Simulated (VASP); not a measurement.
The system is Bi.

```
Bi
1.0
     2.26734    1.30905    3.88173
    -2.26734    1.30905    3.88173
     0.00000   -2.61810    3.88173
Bi
2
Direct
  0.23713 0.23713 0.23713
  0.76287 0.76287 0.76287
```

```yaml
Program: VASP 6.6.1
Task: relaxation of cell and atoms
Functional: PBE
Potentials_or_basis: VASP PAW PBE potentials, release 64 (Bi_d)
Cutoff: 600 eV
k_mesh: 12 × 12 × 12
Occupations: gaussian, width 0.1 eV
Spin: no spin polarisation
```

At the start: pressure 2.2 GPa; volume 34.56 Å³/atom.

**Question.** How do energy, volume and symmetry change on relaxing?

**Answer.** Over 11 steps the energy falls by 14.1 meV/atom and the volume is 36.83 Å³/atom (+6.5 %); space group R-3m (No. 166, to 0.05 Å).

Step by step:
| step | energy change (eV) | largest force (eV/Å) | pressure (GPa) | volume (Å³) |
| --- | --- | --- | --- | --- |
| 1 | 0.0000 | 0.0108 | 2.22 | 69.13 |
| 2 | -0.0147 | 0.2371 | -1.02 | 74.04 |
| 3 | -0.0206 | 0.1520 | -0.01 | 72.24 |
| 4 | -0.0206 | 0.1488 | 0.03 | 72.18 |
| 5 | -0.0227 | 0.1164 | 0.07 | 72.35 |
| 6 | -0.0265 | 0.0151 | 0.11 | 72.87 |
| 7 | -0.0270 | 0.0364 | 0.14 | 73.12 |
| 8 | -0.0277 | 0.0054 | -0.19 | 73.87 |
| 9 | -0.0277 | 0.0063 | -0.16 | 73.78 |
| 10 | -0.0281 | 0.0057 | 0.02 | 73.63 |
| 11 | -0.0281 | 0.0015 | 0.01 | 73.65 |

Final structure:
```yaml
crystal:
  lattice:
    - [2.29112, 1.32278, 4.05052]
    - [-2.29112, 1.32278, 4.05052]
    - [0.00000, -2.64555, 4.05052]
  atoms:
    - { symbol: Bi, position: [0.23377, 0.23377, 0.23377] }
    - { symbol: Bi, position: [0.76623, 0.76623, 0.76623] }
```
